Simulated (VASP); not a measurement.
# Si5O12 (P1) in VASP: relaxation of cell and atoms with PBE

Aim: the relaxation of cell and atoms of Si5O12 with PBE.

Everything below comes from runs of VASP 6.6.1. Logs are shortened: lines on timing, memory, paths and dates and some standing lists are left out, and cuts for length are marked.

### 1 The cell of the first run

The typed cell holds 17 atoms: a = 4.993 Å, b = 4.756 Å, c = 9.735 Å, α = 102.90°, β = 89.98°, γ = 90.00°.

### 2 Relaxation of cell and atoms, PBE (atoms taken out)

Input file INCAR:

```
SYSTEM = Si5O12
PREC = Accurate
ENCUT = 600
EDIFF = 1E-7
ISMEAR = 0
SIGMA = 0.1
LREAL = Auto
LASPH = .True.
NELM = 60
ALGO = Normal
ISIF = 3
LWAVE = .False.
LCHARG = .False.
GGA = PE
IBRION = 2
NSW = 45
EDIFFG = -0.04
ISYM = 0
```

Input file KPOINTS:

```
regular mesh
0
Gamma
  4 4 2
  0 0 0
```

Input file POSCAR:

```
Si5O12
1.0
   -2.4959185584      4.3246890897     -0.0000536951
   -0.5224769474     -0.3017202513      4.7174650932
    8.3896719666      4.8454107035     -0.9522020999
Si O
5 12
Direct
    0.2558159686      0.0941861140      0.2613946024
    0.7510233267      0.8506309301      0.7408439341
    0.5000254855      0.6664145445      0.0006869279
    0.7514280759      0.4826763508      0.2604407695
    0.2554858228      0.2391550969      0.7400405111
    0.3216659823      0.9082296965      0.1039091513
    0.8508747280      0.5199969530      0.6430773731
    0.5059412267      0.3145788171      0.3238639508
    0.0067671066      0.0500329716      0.7625686056
    0.6786971555      0.5154517091      0.1022952195
    0.1505563684      0.4722955256      0.6391080195
    0.0077416285      0.2840953931      0.2387864931
    0.5053214281      0.0183865350      0.6774510692
    0.8506814892      0.8136869621      0.3580408947
    0.3216582626      0.4245302277      0.8975788609
    0.1503561313      0.8616714088      0.3625644534
    0.6784531006      0.8174322588      0.8989579935
```

Potentials or basis: VASP PAW PBE potentials, release 64 (Si, O).

Run with:

```sh
> cat potpaw_PBE.64/Si/POTCAR potpaw_PBE.64/O/POTCAR > POTCAR
> mpirun -np 1 vasp_std > vasp.out
```

OUTCAR:

```text
SYSTEM = Si5O12
   PREC = Accurate
   ENCUT = 600
   EDIFF = 1E-7
   ISMEAR = 0
   LREAL = Auto
   LASPH = .True.
   NELM = 60
   ISIF = 3
   GGA = PE
   IBRION = 2
   NSW = 45
   EDIFFG = -0.04
   ISYM = 0

 ion  position               nearest neighbor table
   1  0.256  0.094  0.261-  12 1.58   6 1.62   8 1.66  16 1.72   4 3.09   3 3.12   4 3.12
   2  0.751  0.851  0.741-   9 1.58  17 1.62  13 1.66   7 1.72   5 3.09   3 3.12   5 3.12
   3  0.500  0.666  0.001-  17 1.61  10 1.61  15 1.62   6 1.62   4 3.12   2 3.12   5 3.12   1 3.12

   4  0.751  0.483  0.260-  12 1.58  10 1.62   8 1.66  14 1.72   1 3.09   3 3.12   1 3.12
   5  0.255  0.239  0.740-   9 1.58  15 1.62  13 1.66  11 1.72   2 3.09   3 3.12   2 3.12
   6  0.322  0.908  0.104-   3 1.62   1 1.62
   7  0.851  0.520  0.643-  11 1.51   2 1.72
   8  0.506  0.315  0.324-   4 1.66   1 1.66
   9  0.007  0.050  0.763-   2 1.58   5 1.58
  10  0.679  0.515  0.102-   3 1.61   4 1.62
  11  0.151  0.472  0.639-   7 1.51   5 1.72
  12  0.008  0.284  0.239-   4 1.58   1 1.58
  13  0.505  0.018  0.677-   2 1.66   5 1.66
  14  0.851  0.814  0.358-  16 1.51   4 1.72
  15  0.322  0.425  0.898-   3 1.62   5 1.62
  16  0.150  0.862  0.363-  14 1.51   1 1.72
  17  0.678  0.817  0.899-   3 1.61   2 1.62

IMPORTANT INFORMATION: All symmetrisations will be switched off!
NOSYMM: (Re-)initialisation of all symmetry stuff for point group C_1.

----------------------------------------------------------------------------------------

                                     Primitive cell

  volume of cell :     225.3457

  direct lattice vectors                    reciprocal lattice vectors
    -2.495918558  4.324689090 -0.000053695    -0.100160585  0.173424568 -0.000001249
    -0.522476947 -0.301720251  4.717465093     0.018272893  0.010548545  0.214676708
     8.389671967  4.845410703 -0.952202100     0.090534470  0.052250549  0.013368879

  length of vectors
     4.993249961  4.755890471  9.735054670     0.200270376  0.215711055  0.105381863

  position of ions in fractional coordinates (direct lattice)
     0.255815969  0.094186114  0.261394602
     0.751023327  0.850630930  0.740843934
     0.500025485  0.666414545  0.000686928
     0.751428076  0.482676351  0.260440770
     0.255485823  0.239155097  0.740040511
     0.321665982  0.908229697  0.103909151
[... 9 lines left out ...]
     0.150356131  0.861671409  0.362564453
     0.678453101  0.817432259  0.898957993

  ion indices of the primitive-cell ions
   primitive index   ion index
                 1           1
                 2           2
                 3           3
                 4           4
                 5           5
                 6           6
[... 68 lines left out ...]
 SYSTEM =  Si5O12
   PREC   = accura    normal or accurate (medium, high low for compatibility)
   ISTART =      0    job   : 0-new  1-cont  2-samecut
   ICHARG =      2    charge: 1-file 2-atom 10-const
   ISPIN  =      1    spin polarized calculation?
   LNONCOLLINEAR =      F non collinear calculations
   LSORBIT =      F    spin-orbit coupling
   LASPH  =      T    aspherical Exc in radial PAW
   ENCUT  =  600.0 eV  44.10 Ry    6.64 a.u.   9.97  9.50 19.44*2*pi/ulx,y,z
   NELM   =     60;   NELMIN=  2; NELMDL= -5     # of ELM steps
   EDIFF  = 0.1E-06   stopping-criterion for ELM
   LREAL  =      T    real-space projection
   EDIFFG = -.4E-01   stopping-criterion for IOM
   NSW    =     45    number of steps for IOM
   IBRION =      2    ionic relax: 0-MD 1-quasi-New 2-CG
   NFREE  =      1    steps in history (QN), initial steepest desc. (CG)
   ISIF   =      3    stress and relaxation
   ISYM   =      0    0-nonsym 1-usesym 2-fastsym
   POTIM  = 0.5000    time-step for ionic-motion
   TEBEG  =    0.0;   TEEND  =   0.0 temperature during run
   PSTRESS=    0.0 pullay stress
   NELECT =      92.0000    total number of electrons
   NUPDOWN=      -1.0000    fix difference up-down
   EMIN   =  10.00;   EMAX   =-10.00  energy-range for DOS
   EFERMI =   0.00;   METHOD = LEGACY
   ISMEAR =     0;   SIGMA  =   0.10  broadening in eV -4-tet -1-fermi 0-gaus
   EFERMI_NEDOS =   21; number of points for ismear=-14 and -15
   IALGO  =     38    algorithm
   IMIX   =      4    mixing-type and parameters
     AMIX     =   0.40;   BMIX     =  1.00
     AMIX_MAG =   1.60;   BMIX_MAG =  1.00
  volume/ion in A,a.u.               =      13.26        89.45
  Fermi-wavevector in a.u.,A,eV,Ry     =   1.214472  2.295020 20.067824  1.474943
  Thomas-Fermi vector in A             =   2.349891
   LORBIT       =      0    0 simple, 1 ext, 2 COOP (PROOUT), +10 PAW based schemes
   GGA     = PE    functional components
   LHFCALC =     F    Hartree Fock is set to
   AEXX    =    0.0000 exact exchange contribution
   IVDW    =     0    specifies the selected vdW correction
   LEPSILON=     F    determine dielectric tensor
   LRPA    =     F    only Hartree local field effects (RPA)
 conjugate gradient relaxation of ions
 non-spin polarized calculation
 Gauss-broadening in eV      SIGMA  =   0.10
  energy-cutoff  :      600.00
  volume of cell :      225.35
 maximum number of plane-waves:      7551
   NGX = 19   NGY = 19   NGZ = 39

--------------------------------------- Ionic step        1  -------------------------------------------

 number of electron      92.0000007 magnetization

 Free energy of the ion-electron system (eV)
  ---------------------------------------------------
  ext. energy  EPLUGINS =         0.00000000
  ---------------------------------------------------
  free energy    TOTEN  =      -123.51321416 eV

  energy without entropy =     -123.51321416  energy(sigma->0) =     -123.51321416

------------------------ aborting loop because EDIFF is reached ----------------------------------------

  FORCE on cell =-STRESS in cart. coord.  units (eV):
  Direction    XX          YY          ZZ          XY          YZ          ZX
  --------------------------------------------------------------------------------------
  -------------------------------------------------------------------------------------
  Total        0.0667561      0.0854254     -0.2054462     -0.0173425     -0.0874908     -0.1697802
  in kB        0.4746270      0.6073627     -1.4606946     -0.1233028     -0.6220474     -1.2071145
  external PRESSURE =      -0.1262349 kB  Pullay stress =       0.0000000 kB
[... 191 lines left out ...]
--------------------------------------- Ionic step        5  -------------------------------------------

 number of electron      92.0000006 magnetization

 Free energy of the ion-electron system (eV)
  ---------------------------------------------------
  ext. energy  EPLUGINS =         0.00000000
  ---------------------------------------------------
  free energy    TOTEN  =      -123.51405278 eV

  energy without entropy =     -123.51405278  energy(sigma->0) =     -123.51405278

 E-fermi :   1.6299     XC(G=0):  -8.8997

 val. band max:        1.1130170503   @ k =  -0.0000   0.0000   0.5000
 cond. band min:       3.3392182673   @ k =   0.5000   0.0000   0.0000
 fundamental gap:      2.2262012170
 Fermi energy:         1.6299194235

 k-point     1 :       0.0000    0.0000    0.0000
  band No.  band energies     occupation
      1     -19.7127      2.00000
      2     -19.6342      2.00000
      3     -18.5913      2.00000
      4     -18.2267      2.00000
      5     -17.7056      2.00000
      6     -17.2724      2.00000
[... 1193 lines left out ...]
  FREE ENERGIE OF THE ION-ELECTRON SYSTEM (eV)
  ---------------------------------------------------
  free  energy   TOTEN  =      -123.5140527777 eV

  energy  without entropy=     -123.5140527777  energy(sigma->0) =     -123.51405278

 reached required accuracy - stopping structural energy minimisation
```

Run time: 15 min. Hardware: 1 thread of AMD EPYC 9R45 (Zen 5), shared host; peak memory 0.44 GiB.

What came out:

- Free energy: -123.5141 eV
- Relaxed volume: 13.25 Å³/atom
- Relaxed cell: a = 4.994 Å, b = 4.754 Å, c = 9.737 Å, α = 102.95°, β = 89.98°, γ = 90.00°
- Space group after relaxing (to 0.1 Å): P2 (No. 3)
- Energy gained by relaxing: 0.0 meV/atom
- Ionic steps: 5
- Pressure after relaxing: 0.0 GPa
- Largest force after relaxing: 0.034 eV/Å
- Band gap on the k mesh: 2.23 eV (least direct gap 2.31 eV)

Forces on the atoms (eV/Å):
```
Si   0.031  0.014 -0.003
Si  -0.017 -0.004 -0.005
Si   0.002  0.005  0.002
Si   0.010  0.019 -0.001
Si  -0.026 -0.019  0.002
O   -0.018  0.002 -0.014
O   -0.021  0.004 -0.013
O   -0.006 -0.001  0.004
O   -0.009 -0.011 -0.002
O   -0.008 -0.019  0.009
O   -0.004 -0.015 -0.002
O    0.018 -0.007  0.008
O    0.005  0.006 -0.004
O    0.007  0.020  0.013
O    0.005  0.012  0.010
O    0.016 -0.004  0.003
O    0.016 -0.003 -0.007
```

The path:
| step | energy change (eV) | largest force (eV/Å) | pressure (GPa) | volume (Å³) |
| --- | --- | --- | --- | --- |
| 1 | 0.0000 | 0.0962 | -0.01 | 225.35 |
| 2 | -0.0003 | 0.0964 | -0.01 | 225.31 |
| 3 | -0.0007 | 0.0450 | -0.01 | 225.33 |
| 4 | -0.0007 | 0.0833 | 0.00 | 225.29 |
| 5 | -0.0008 | 0.0340 | -0.01 | 225.31 |

Final structure:
```cif
data_structure
_symmetry_space_group_name_H-M 'P 1'
_symmetry_Int_Tables_number 1
_cell_length_a 4.9941
_cell_length_b 4.7544
_cell_length_c 9.7367
_cell_angle_alpha 102.951
_cell_angle_beta 89.983
_cell_angle_gamma 90.002
_cell_volume 225.31
loop_
_atom_site_label
_atom_site_type_symbol
_atom_site_fract_x
_atom_site_fract_y
_atom_site_fract_z
_atom_site_occupancy
Si1 Si 0.25585 0.09435 0.26139 1
Si2 Si 0.75100 0.85079 0.74088 1
Si3 Si 0.50005 0.66642 0.00069 1
Si4 Si 0.75137 0.48248 0.26039 1
Si5 Si 0.25552 0.23901 0.74005 1
O1 O 0.32173 0.90823 0.10398 1
O2 O 0.85027 0.51989 0.64296 1
O3 O 0.50596 0.31458 0.32380 1
O4 O 0.00679 0.05001 0.76245 1
O5 O 0.67858 0.51557 0.10236 1
O6 O 0.15116 0.47228 0.63896 1
O7 O 0.00777 0.28411 0.23890 1
O8 O 0.50534 0.01838 0.67751 1
O9 O 0.85009 0.81377 0.35815 1
O10 O 0.32174 0.42456 0.89751 1
O11 O 0.15094 0.86170 0.36271 1
O12 O 0.67833 0.81731 0.89890 1
```

Caveat: the cell differs from its parent crystal (atoms taken out).
